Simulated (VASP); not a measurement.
Runs of VASP 6.6.1 on Nb. The structure is that of space group Im-3m (No. 229), or close to it. The cells are those of the table. 

```tsv
task	level	potentials or basis	cell	k mesh	cutoff (eV)	gap on the mesh (eV)	pressure (GPa)	relaxed volume (Å³/atom)
single point	PBE	VASP PAW PBE potentials, release 64 (Nb_sv)	a = 2.866 Å, angles 109.5°, 1 atom	34 × 34 × 34	520	none	(a)	-
single point	PBEsol	VASP PAW PBE potentials, release 64 (Nb_sv)	a = 2.832 Å, angles 109.5°, 1 atom	23 × 23 × 23	520	none	-0.3	-
single point	PBE	VASP PAW PBE potentials, release 64 (Nb_sv)	a = 2.866 Å, angles 109.5°, 1 atom	23 × 23 × 23	520	none	(b)	-
relaxation of cell and atoms	r2SCAN	VASP PAW PBE potentials, release 64 (Nb_sv)	relaxed from a = 2.858 Å, angles 109.5°, 1 atom	23 × 23 × 23	600	none	0.0	17.98
relaxation of cell and atoms	LDA	VASP PAW LDA potentials, release 64 (Nb_sv)	relaxed from a = 2.858 Å, angles 109.5°, 1 atom	23 × 23 × 23	600	none	0.0	17.11
```

Alike in all rows: no spin polarisation; smearing methfessel-paxton 0.1 eV.

Task: Estimate the missing entries.

Result: (a) -0.2; (b) -0.4.

Caveats: the PAW data sets were made with another functional, which shifts forces and pressure a little (some runs).

A k mesh can miss the band edges, and the runs leave out spin-orbit coupling on Nb.

A gap of «none» marks levels without a gap at the run's occupations.
